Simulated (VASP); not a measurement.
# SrO: single point with LDA

Crystal: SrO.

```xyz
2
Lattice="0.0000 2.5698 2.5698 2.5698 0.0000 2.5698 2.5698 2.5698 0.0000" Properties=species:S:1:pos:R:3 pbc="T T T"
Sr   -0.3000   -0.1500    0.0000
O     2.5698    2.5698    2.5698
```

This cell differs from its parent crystal: atom 1 (Sr) moved by (-0.300, -0.150) A along x and y.

```yaml
Program: VASP 6.6.1
Task: single point
Functional: LDA
Potentials_or_basis: VASP PAW LDA potentials, release 64 (Sr_sv, O)
Cutoff: 600 eV
k_mesh: 8 × 8 × 8
Occupations: gaussian, width 0.05 eV
Spin: no spin polarisation
Dipole_correction: no
Further_INCAR_settings: ALGO = Normal; EDIFF = 1e-06; NBANDS = 15
```

| Item | Value |
| --- | --- |
| Pressure | -0.2 GPa |
| Largest force | 1.072 eV/Å |
| Band gap on the k mesh | 3.39 eV (least direct gap 3.43 eV) |

Forces in eV/Å, atoms in the order of the input:
```
Sr   1.034  0.283  0.000
O   -1.034 -0.283  0.000
```

Stress tensor (GPa, compression positive):
```
 5.91 -0.82  0.00
-0.82 -2.10  0.00
 0.00  0.00 -4.55
```

Levels at points of the mesh, in eV from the valence-band top:
| k point | band 6 | band 7 | band 8 | band 9 | band 10 | band 11 |
| --- | --- | --- | --- | --- | --- | --- |
| (0.00, 0.00, 0.00) | -0.23 | -0.21 | -0.12 | 3.82 | 6.24 | 6.67 |
| (0.50, 0.00, 0.00) | -2.12 | -1.03 | -0.89 | 6.37 | 7.60 | 8.79 |
| (0.00, 0.00, 0.50) | -2.13 | -1.13 | -1.07 | 6.39 | 8.28 | 8.93 |
| (0.50, 0.50, 0.00) | -0.58 | -0.40 | -0.04 | 4.03 | 7.54 | 10.33 |
| (0.00, 0.50, 0.50) | -0.20 | -0.18 | -0.04 | 3.39 | 7.40 | 9.77 |
| (0.50, 0.00, 0.50) | -0.53 | -0.35 | 0.00 | 3.87 | 7.55 | 10.09 |

It took 110 s on 1 thread of Intel(R) Xeon(R) Platinum 8488C (Sapphire Rapids), on a shared host, peak memory 0.22 GiB.

Caveat: the cell differs from its parent crystal (atom 1 (Sr) moved by (-0.300, -0.150) A along x and y); forces of over 1 eV/Å act on the atoms, so gaps and moduli don't describe the material at rest. A k mesh can miss the band edges.
